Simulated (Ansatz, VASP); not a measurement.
# Two plane-wave programs on Ga

```xyz
2
Lattice="-2.9847 2.6217 1.3345 2.6217 -2.9847 1.3345 2.6753 2.6753 -1.9994" Properties=species:S:1:pos:R:3 pbc="T T T"
Ga   -2.9381    2.5750    1.3345
Ga   -0.2922    2.6044    0.3348
```

Alike in both runs: task single point; functional LDA; k mesh 17 × 17 × 11; occupations fermi-dirac, width 0.1 eV; no spin polarisation.

|  | VASP | Ansatz |
| --- | --- | --- |
| version | VASP 6.6.1 | Ansatz 0.2.0 |
| potentials or method | VASP PAW LDA potentials, release 64 (Ga_d), cutoff 520 eV | plane waves (420 eV) with PAW, scalar-relativistic |
| valence electrons in the cell | 26 | 26 |

|  | VASP | Ansatz | Ansatz less VASP |
| --- | --- | --- | --- |
| pressure (GPa) | -2.0 | -2.2 | -0.19 |
| traceless stress, the component that is largest in VASP (GPa) | 0.70 | 0.68 | -0.021 |

Ansatz warns that its potentials were made for another functional, while VASP's fit it. LDA's correlation is that of Perdew and Zunger in VASP and of Perdew and Wang (1992) in Ansatz.
